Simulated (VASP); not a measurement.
A run of VASP 6.6.1 is set up as follows.

INCAR

```
SYSTEM = B
  PREC = Accurate
  ENCUT = 520
  EDIFF = 1E-6
  ISMEAR = 0
  SIGMA = 0.1
  LREAL = .FALSE.
  LASPH = .TRUE.
  NELM = 80
  ALGO = Normal
  ISIF = 2
  LWAVE = .FALSE.
  LCHARG = .FALSE.
  GGA = PE
  NBANDS = 8
```

KPOINTS

```
Automatic mesh
0
G
  18 18 18
  0 0 0
```

The input POSCAR:

```
B
1.0
    0.0000000000      1.8917046811      1.8917046811
    1.8917046811      0.0000000000      1.8917046811
    1.8917046811      1.8917046811      0.0000000000
B
1
Direct
    0.0000000000      0.0000000000      0.0000000000
```

Potentials or basis: VASP PAW PBE potentials, release 64 (B).

Launch:

```sh
$ cat potpaw_PBE.64/B/POTCAR > POTCAR
$ mpirun -np 1 vasp_std > vasp.out
```

Problem. What does it give for the pressure?

Solution. -31.6 GPa.

Caveat: the cell differs from its parent crystal (Tl replaced by B, lengths x 0.748, strained).
